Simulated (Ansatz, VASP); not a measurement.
## V: VASP beside Ansatz

```
V
1.0
     2.60429    0.00000    0.00000
    -1.30215    2.25538    0.00000
     0.00000    0.00000    4.72334
V
2
Cartesian
  0.9839 0.4336 3.5425
  0.0000 1.5036 1.1808
```

Alike in both runs: task single point; functional PBE; k mesh 21 × 21 × 10; occupations gaussian, width 0.15 eV; no spin polarisation.

|  | VASP | Ansatz |
| --- | --- | --- |
| version | VASP 6.6.1 | Ansatz 0.2.0 |
| potentials or method | VASP PAW PBE potentials, release 64 (V_sv), cutoff 520 eV | scalar-relativistic, plane waves, PAW |
| valence electrons in the cell | 26 | 26 |

|  | VASP | Ansatz | Ansatz less VASP |
| --- | --- | --- | --- |
| gap on the k mesh at the Fermi level (eV) | none | none | - |
| pressure (GPa) | -0.8 | -1.0 | -0.21 |
| traceless stress, the component that is largest in VASP (GPa) | 9.02 | 9.03 | +0.016 |
| rms of the force components (eV/Å) | 0.250 | 0.251 | +0.0010 |

Atom by atom the forces differ by 0.001 eV/Å (rms over components). A gap of «none» marks a metal or a gap that the smearing closes. The functional is the same, so the differences come from potentials, cutoffs and numerics.
